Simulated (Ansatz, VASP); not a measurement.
**ZnF2 in VASP and in Ansatz**

```xyz
6
Lattice="4.7522 0.0000 0.0000 0.0000 4.7522 0.0000 0.0000 0.0000 3.1658" Properties=species:S:1:pos:R:3 pbc="T T T"
Zn    0.0000    0.0000    0.0000
Zn    2.3761    2.3761    1.5829
F     1.4423    1.4423    0.0000
F     0.9338    3.8184    1.5829
F     3.3099    3.3099    0.0000
F     3.8184    0.9338    1.5829
```

Alike in both runs: task single point; functional PBE; k mesh 4 × 4 × 6; no spin polarisation.

|  | VASP | Ansatz |
| --- | --- | --- |
| version | VASP 6.6.1 | Ansatz 0.2.0 |
| potentials or method | VASP PAW PBE potentials, release 64 (Zn, F), cutoff 600 eV | PAW plane waves |
| occupations | methfessel-paxton of order 1, width 0.15 eV | cold, width 0.15 eV |
| valence electrons in the cell | 52 | 52 |

```tsv
	VASP	Ansatz	Ansatz less VASP
gap on the k mesh at the Fermi level (eV)	3.46	3.53	+0.075
pressure (GPa)	2.8	2.3	-0.53
traceless stress, the component that is largest in VASP (GPa)	0.15	-0.05	-0.194
rms of the force components (eV/Å)	0.003	0.003	+0.0002
```

Atom by atom the forces differ by 0.006 eV/Å (rms over components).
